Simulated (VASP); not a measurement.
# Si5Ge7 (P1) in VASP: notebook

Runs on Si5Ge7. Level: PBE. Tasks: single point.

All numbers are computed with VASP 6.6.1; they aren't measurements. Logs are shortened: lines on timing, memory, paths and dates and some standing lists are left out, and cuts for length are marked.

**1. The cell of the first run**

The typed cell holds 24 atoms: a = 7.898 Å, b = 7.900 Å, c = 9.773 Å, α = 90.51°, β = 89.47°, γ = 118.91°.

**2. Single point, PBE**

The input, INCAR:

```
SYSTEM = Si5Ge7
PREC = Accurate ; ENCUT = 520
EDIFF = 1E-7 ; ISMEAR = 0
SIGMA = 0.1 ; LREAL = Auto
LASPH = .TRUE. ; NELM = 100
ALGO = Normal ; ISIF = 2
LWAVE = .FALSE. ; LCHARG = .FALSE.
GGA = PE ; NBANDS = 136
ISYM = 0
```

The input, KPOINTS:

```
Automatic mesh
0
Gamma
  2 2 2
  0.5 0.5 0.5
```

The input, POSCAR:

```
Si5Ge7
1.0
   -5.6363325336     -5.5329100068      0.0397607637
   -0.0411152890      5.5342645320      5.6371253959
   -5.6645088676      5.6008471045     -5.6625926794
Si Ge
10 14
Direct
    0.5048714047      1.0030081157      1.0025260205
    0.3335612189      0.1689194004      0.6652657211
    0.6633754066      0.3309831145      0.3324029991
    0.1730299688      0.3341553336      0.3388321130
    0.8348009371      0.6655486960      0.6644673485
    0.1729906933      0.8358855994      0.3318680102
    0.8293123575      0.1663653373      0.9182802512
    0.1698126080      0.3314809375      0.5834311630
    0.4983949720      0.4960120944      0.2539370726
    0.4985481876      0.0046418893      0.2477313351
    0.0003476683      0.0034021489      0.9981000678
    0.8382821218      0.1694440038      0.6691766355
    0.5007538156      0.4979678678      0.0051159048
   -0.0007098253      0.4956733762      0.0025933603
    0.3328779690      0.6626850707      0.6666667152
    0.6636741278      0.8325652241      0.3303100568
    0.3368414962      0.1655449561      0.9131678830
    0.6638781488      0.3349637365      0.5807418756
    1.0008876727      0.4993149975      0.2564335370
    0.3362888289      0.6713797636      0.9199940280
    0.8335306449      0.6667464433      0.9136362768
    0.6695052566      0.8326491967      0.5836033445
    0.1665847430      0.8374847915      0.5808722173
    0.0058031858      0.0035558622      0.2515327439
```

Potentials or basis: VASP PAW PBE potentials, release 64 (Si, Ge_d).

On the command line:

```bash
cat potpaw_PBE.64/Si/POTCAR potpaw_PBE.64/Ge_d/POTCAR > POTCAR
mpirun -np 1 vasp_std > vasp.out
```

OUTCAR:

```text
SYSTEM = Si5Ge7
   PREC = Accurate
   ENCUT = 520
   EDIFF = 1E-7
   ISMEAR = 0
   LREAL = Auto
   LASPH = .TRUE.
   NELM = 100
   ISIF = 2
   GGA = PE
   ISYM = 0

 ion  position               nearest neighbor table
   1  0.505  0.003  0.003-   7 2.39  10 2.40  17 2.42  20 2.43
   2  0.334  0.169  0.665-   8 2.37  17 2.42  18 2.42  23 2.43
   3  0.663  0.331  0.332-   9 2.38  10 2.40  18 2.43  19 2.45
   4  0.173  0.334  0.339-   8 2.39   9 2.39  24 2.44  19 2.44
   5  0.835  0.666  0.664-  22 2.40  18 2.43  23 2.43  21 2.44
   6  0.173  0.836  0.332-  10 2.39  24 2.42  23 2.43  19 2.44
[... 16 lines left out ...]
  23  0.167  0.837  0.581-   2 2.43   5 2.43   6 2.43  15 2.48
  24  0.006  0.004  0.252-   6 2.42   4 2.44  11 2.48  16 2.48

IMPORTANT INFORMATION: All symmetrisations will be switched off!
NOSYMM: (Re-)initialisation of all symmetry stuff for point group C_1.

----------------------------------------------------------------------------------------

                                     Primitive cell

  volume of cell :     533.7870

  direct lattice vectors                    reciprocal lattice vectors
    -5.636332534 -5.532910007  0.039760764    -0.117857814 -0.060256936  0.058297810
    -0.041115289  5.534264532  5.637125396    -0.058277786  0.060214062  0.117854988
    -5.664508868  5.600847104 -5.662592679    -0.058843241  0.059520148 -0.058863264

  length of vectors
     7.898285794  7.899807409  9.773489901     0.144637468  0.144609238  0.102323306

  position of ions in fractional coordinates (direct lattice)
     0.504871405  0.003008116  0.002526020
     0.333561219  0.168919400  0.665265721
     0.663375407  0.330983115  0.332402999
     0.173029969  0.334155334  0.338832113
     0.834800937  0.665548696  0.664467348
     0.172990693  0.835885599  0.331868010
[... 16 lines left out ...]
     0.166584743  0.837484792  0.580872217
     0.005803186  0.003555862  0.251532744

  ion indices of the primitive-cell ions
   primitive index   ion index
                 1           1
                 2           2
                 3           3
                 4           4
                 5           5
                 6           6
[... 16 lines left out ...]
                23          23
                24          24

----------------------------------------------------------------------------------------

 KPOINTS: Automatic mesh

Automatic generation of k-mesh.
 Grid dimensions read from file:
 generate k-points for:    2    2    2

 Generating k-lattice:

  Cartesian coordinates                     Fractional coordinates (reciprocal lattice)
    -0.058928907 -0.030128468  0.029148905     0.500000000 -0.000000000  0.000000000
    -0.029138893  0.030107031  0.058927494     0.000000000  0.500000000 -0.000000000
    -0.029421620  0.029760074 -0.029431632     0.000000000 -0.000000000  0.500000000

  Length of vectors
     0.072318734  0.072304619  0.051161653

  Shift w.r.t. Gamma in fractional coordinates (k-lattice)
     0.500000000  0.500000000  0.500000000

 Subroutine IBZKPT returns following result:
 ===========================================

 Found      4 irreducible k-points:

 Following reciprocal coordinates:
            Coordinates               Weight
  0.250000  0.250000  0.250000      2.000000
 -0.250000  0.250000  0.250000      2.000000
  0.250000 -0.250000  0.250000      2.000000
 -0.250000 -0.250000  0.250000      2.000000
   k-points           NKPTS =      4   k-points in BZ     NKDIM =      4   number of bands    NBANDS=    136
   number of dos      NEDOS =    301   number of ions     NIONS =     24
   total plane-waves  NPLWV = 288000
   dimension x,y,z NGX =    60 NGY =   60 NGZ =   80
   dimension x,y,z NGXF=   120 NGYF=  120 NGZF=  160
   ions per type =              10  14
   NGX,Y,Z   is equivalent  to a cutoff of  12.63, 12.63, 13.61 a.u.
   NGXF,Y,Z  is equivalent  to a cutoff of  25.26, 25.25, 27.22 a.u.
 SYSTEM =  Si5Ge7
   PREC   = accura    normal or accurate (medium, high low for compatibility)
   ISTART =      0    job   : 0-new  1-cont  2-samecut
   ICHARG =      2    charge: 1-file 2-atom 10-const
   ISPIN  =      1    spin polarized calculation?
   LNONCOLLINEAR =      F non collinear calculations
   LSORBIT =      F    spin-orbit coupling
   LASPH  =      T    aspherical Exc in radial PAW
   ENCUT  =  520.0 eV  38.22 Ry    6.18 a.u.  14.69 14.69 18.17*2*pi/ulx,y,z
   NELM   =    100;   NELMIN=  2; NELMDL= -5     # of ELM steps
   EDIFF  = 0.1E-06   stopping-criterion for ELM
   LREAL  =      T    real-space projection
   EDIFFG = 0.1E-05   stopping-criterion for IOM
   NSW    =      0    number of steps for IOM
   IBRION =     -1    ionic relax: 0-MD 1-quasi-New 2-CG
   NFREE  =      0    steps in history (QN), initial steepest desc. (CG)
   ISIF   =      2    stress and relaxation
   ISYM   =      0    0-nonsym 1-usesym 2-fastsym
   POTIM  = 0.5000    time-step for ionic-motion
   TEBEG  =    0.0;   TEEND  =   0.0 temperature during run
   PSTRESS=    0.0 pullay stress
   NELECT =     236.0000    total number of electrons
   NUPDOWN=      -1.0000    fix difference up-down
   EMIN   =  10.00;   EMAX   =-10.00  energy-range for DOS
   EFERMI =   0.00;   METHOD = LEGACY
   ISMEAR =     0;   SIGMA  =   0.10  broadening in eV -4-tet -1-fermi 0-gaus
   EFERMI_NEDOS =   21; number of points for ismear=-14 and -15
   IALGO  =     38    algorithm
   IMIX   =      4    mixing-type and parameters
     AMIX     =   0.40;   BMIX     =  1.00
     AMIX_MAG =   1.60;   BMIX_MAG =  1.00
  volume/ion in A,a.u.               =      22.24       150.09
  Fermi-wavevector in a.u.,A,eV,Ry     =   1.247162  2.356794 21.162677  1.555413
  Thomas-Fermi vector in A             =   2.381307
   LORBIT       =      0    0 simple, 1 ext, 2 COOP (PROOUT), +10 PAW based schemes
   GGA     = PE    functional components
   LHFCALC =     F    Hartree Fock is set to
   AEXX    =    0.0000 exact exchange contribution
   IVDW    =     0    specifies the selected vdW correction
   LEPSILON=     F    determine dielectric tensor
   LRPA    =     F    only Hartree local field effects (RPA)
 non-spin polarized calculation
 Gauss-broadening in eV      SIGMA  =   0.10
  energy-cutoff  :      520.00
  volume of cell :      533.79
 maximum number of plane-waves:     14378
 NGX is ok and might be reduce to    60
   NGX = 29   NGY = 29   NGZ = 37

 number of electron     236.0000030 magnetization

 Free energy of the ion-electron system (eV)
  ---------------------------------------------------
  ext. energy  EPLUGINS =         0.00000000
  ---------------------------------------------------
  free energy    TOTEN  =      -117.51233491 eV

  energy without entropy =     -117.51233490  energy(sigma->0) =     -117.51233491

 E-fermi :   5.0868     XC(G=0):  -9.5962

 val. band max:        4.6884357459   @ k =   0.2500  -0.2500   0.2500
 cond. band min:       5.4850752999   @ k =  -0.2500   0.2500   0.2500
 fundamental gap:      0.7966395541
 Fermi energy:         5.0867633544

 k-point     1 :       0.2500    0.2500    0.2500
  band No.  band energies     occupation
      1     -19.5689      2.00000
      2     -19.5681      2.00000
      3     -19.5657      2.00000
      4     -19.5594      2.00000
      5     -19.5584      2.00000
      6     -19.5536      2.00000
[... 122 lines left out ...]
    129       7.6318      0.00000
    130       7.7977      0.00000

 k-point     2 :      -0.2500    0.2500    0.2500
  band No.  band energies     occupation
      1     -19.5693      2.00000
      2     -19.5676      2.00000
      3     -19.5627      2.00000
      4     -19.5590      2.00000
      5     -19.5576      2.00000
      6     -19.5495      2.00000
[... 122 lines left out ...]
    129       7.1124      0.00000
    130       7.1391      0.00000

 k-point     3 :       0.2500   -0.2500    0.2500
  band No.  band energies     occupation
      1     -19.5687      2.00000
      2     -19.5672      2.00000
      3     -19.5646      2.00000
      4     -19.5584      2.00000
      5     -19.5572      2.00000
      6     -19.5495      2.00000
[... 122 lines left out ...]
    129       7.1801      0.00000
    130       7.2527      0.00000

 k-point     4 :      -0.2500   -0.2500    0.2500
  band No.  band energies     occupation
      1     -19.5698      2.00000
      2     -19.5677      2.00000
      3     -19.5649      2.00000
      4     -19.5595      2.00000
      5     -19.5587      2.00000
      6     -19.5530      2.00000
[... 122 lines left out ...]
    129       7.6517      0.00000
    130       7.7651      0.00000
 [bands above 130 left out]

------------------------ aborting loop because EDIFF is reached ----------------------------------------

  FORCE on cell =-STRESS in cart. coord.  units (eV):
  Direction    XX          YY          ZZ          XY          YZ          ZX
  --------------------------------------------------------------------------------------
  -------------------------------------------------------------------------------------
  Total       -0.2577823     -0.2349976     -0.2497451      0.0145319     -0.0158616      0.0185138
  in kB       -0.7737413     -0.7053522     -0.7496172      0.0436179     -0.0476090      0.0555697
  external PRESSURE =      -0.7429036 kB  Pullay stress =       0.0000000 kB

 VOLUME and BASIS-vectors are now :
 -----------------------------------------------------------------------------
  energy-cutoff  :      520.00
  volume of cell :      533.79
      direct lattice vectors                 reciprocal lattice vectors
    -5.636332534 -5.532910007  0.039760764    -0.117857814 -0.060256936  0.058297810
    -0.041115289  5.534264532  5.637125396    -0.058277786  0.060214062  0.117854988
    -5.664508868  5.600847104 -5.662592679    -0.058843241  0.059520148 -0.058863264

 POSITION                                       TOTAL-FORCE (eV/Angst)
 -----------------------------------------------------------------------------------
     -2.86006     -2.76261      0.02273        -0.002431      0.007558      0.003051
     -5.65541      2.81533     -2.80165         0.003712     -0.003149     -0.000513
     -5.63551      0.02309      0.00991         0.008546      0.003346      0.001509
     -2.90831      2.78969     -0.02811        -0.000513     -0.002618     -0.000730
     -8.49646      2.78602      0.02237        -0.001846      0.001926      0.002932
     -2.88927      5.52761      2.83964         0.001681      0.001344      0.009220
[... 16 lines left out ...]
     -4.26372      6.96654      1.43839         0.003620     -0.004676      0.001103
     -1.45766      1.39637     -1.40405        -0.006808      0.007062     -0.003186
 -----------------------------------------------------------------------------------
    total drift:                               -0.003383      0.000946      0.002175

  FREE ENERGIE OF THE ION-ELECTRON SYSTEM (eV)
  ---------------------------------------------------
  free  energy   TOTEN  =      -117.5123349075 eV

  energy  without entropy=     -117.5123349039  energy(sigma->0) =     -117.51233491
```

Wall time 9.1 min (1 thread of Intel Xeon Platinum 8488C (Sapphire Rapids), shared host); peak memory 0.67 GiB.

Results:

| Quantity | Value |
| --- | --- |
| Free energy | -117.5123 eV |
| Pressure | -0.1 GPa |
| Largest force | 0.014 eV/Å |
| Band gap on the k mesh | 0.80 eV (least direct gap 1.10 eV) |

Forces on the atoms (eV/Å):
```
Si  -0.002  0.008  0.003
Si   0.004 -0.003 -0.001
Si   0.009  0.003  0.002
Si  -0.001 -0.003 -0.001
Si  -0.002  0.002  0.003
Si   0.002  0.001  0.009
Si  -0.001  0.002  0.004
Si   0.002  0.002  0.002
Si  -0.003  0.003 -0.001
Si   0.000 -0.003 -0.005
Ge   0.003  0.004  0.000
Ge  -0.005  0.002 -0.006
Ge  -0.005  0.001 -0.006
Ge   0.010 -0.005  0.000
Ge   0.004  0.002  0.000
Ge   0.012 -0.002 -0.001
Ge   0.001 -0.009  0.003
Ge  -0.005  0.000  0.000
Ge  -0.012 -0.004 -0.005
Ge  -0.007  0.001 -0.001
Ge   0.004 -0.006  0.002
Ge  -0.003  0.000  0.000
Ge   0.004 -0.005  0.001
Ge  -0.007  0.007 -0.003
```

Caveat: a shifted mesh leaves out Γ, where band edges can lie. A k mesh can miss the band edges.

**3. Single point, PBE**

The input, INCAR:

```
ALGO = Normal
EDIFF = 1E-6
ENCUT = 520
GGA = PE
ISIF = 2
ISMEAR = 0
ISYM = 0
LASPH = True
LCHARG = False
LREAL = Auto
LWAVE = False
NBANDS = 136
NELM = 100
PREC = Accurate
SIGMA = 0.1
```

KPOINTS is that of step 2.

The input, POSCAR:

```
Si5Ge7
1.0
   -5.6361771725     -5.5344272033      0.0417881684
   -0.0408666965      5.5335057314      5.6349615616
   -5.6619081165      5.6019463156     -5.6625354493
Si Ge
10 14
Direct
    0.9977659043      0.0020771190     -0.0018024086
    0.8331409041      0.1606809715      0.6693390617
    0.3336771175      0.1663116656      0.6688374713
    0.1674171625      0.3305845581      0.3342204808
    0.4979680647      0.5010657826      0.0002764164
    0.8303479913      0.6683900653      0.6667974798
    0.8350516051      0.1630334778      0.9128078691
    0.3368157488      0.6646746363      0.9175321109
    0.6702668278      0.8360325992      0.5861371400
    0.5010769909      0.0002879285      0.2496633147
    0.5039163741      0.9971087688      1.0005383536
    0.6659086445      0.3286648393      0.3337489007
    0.0030044564      0.4958138921     -0.0049195782
    0.3388723769      0.6674307686      0.6695445806
    0.6650714825      0.8354007786      0.3374848912
    0.1712303981      0.8351436081      0.3317584053
    0.3305619370      0.1687709972      0.9170205800
    0.6666326758      0.3320180007      0.5884950068
    0.1647102176      0.3285829154      0.5830668654
    0.4956664552      0.4989488652      0.2491080558
    0.0031306486      0.4964114019      0.2492507528
    0.8299581911      0.6695187417      0.9158070747
    0.1642407406      0.8357330378      0.5865972582
    0.9997242913      1.0039544997      0.2465653882
```

Potentials or basis: VASP PAW PBE potentials, release 64 (Si, Ge_d).

On the command line:

```bash
cat potpaw_PBE.64/Si/POTCAR potpaw_PBE.64/Ge_d/POTCAR > POTCAR
mpirun -np 1 vasp_std > vasp.out
```

Wall time 6.7 min (1 thread of Intel Xeon Platinum 8488C (Sapphire Rapids), shared host); peak memory 0.67 GiB.

Results (log left out):

```
Free energy            : -117.5305 eV
Pressure               : -0.1 GPa
Largest force          : 0.012 eV/Å
Band gap on the k mesh : 0.82 eV (least direct gap 1.16 eV)
```

Forces in eV/Å, atoms in the order of the input:
```
Si   0.005 -0.005  0.009
Si  -0.003  0.004  0.001
Si   0.002  0.003  0.002
Si   0.002  0.000  0.006
Si   0.004 -0.002  0.003
Si  -0.006 -0.003  0.000
Si   0.000  0.002 -0.007
Si  -0.002  0.004 -0.002
Si  -0.003  0.000 -0.002
Si   0.002 -0.002 -0.005
Ge  -0.006  0.000 -0.002
Ge   0.007 -0.004 -0.007
Ge   0.008 -0.004  0.001
Ge  -0.001  0.001 -0.004
Ge  -0.005  0.002  0.000
Ge   0.001  0.001  0.004
Ge  -0.005 -0.002 -0.003
Ge  -0.003  0.008 -0.003
Ge   0.005 -0.009 -0.004
Ge   0.006 -0.003  0.003
Ge  -0.002  0.002 -0.004
Ge   0.001  0.001  0.002
Ge  -0.008  0.007  0.000
Ge   0.000 -0.002  0.012
```

Levels at points of the mesh, in eV from the valence-band top:
```csv
k point,band 115,band 116,band 117,band 118,band 119,band 120,band 121,band 122
"(0.25, 0.25, 0.25)",-1.14,-1.05,-0.65,-0.57,1.65,1.97,2.07,2.18
```

Caveat: a shifted mesh leaves out Γ, where band edges can lie. A k mesh can miss the band edges.
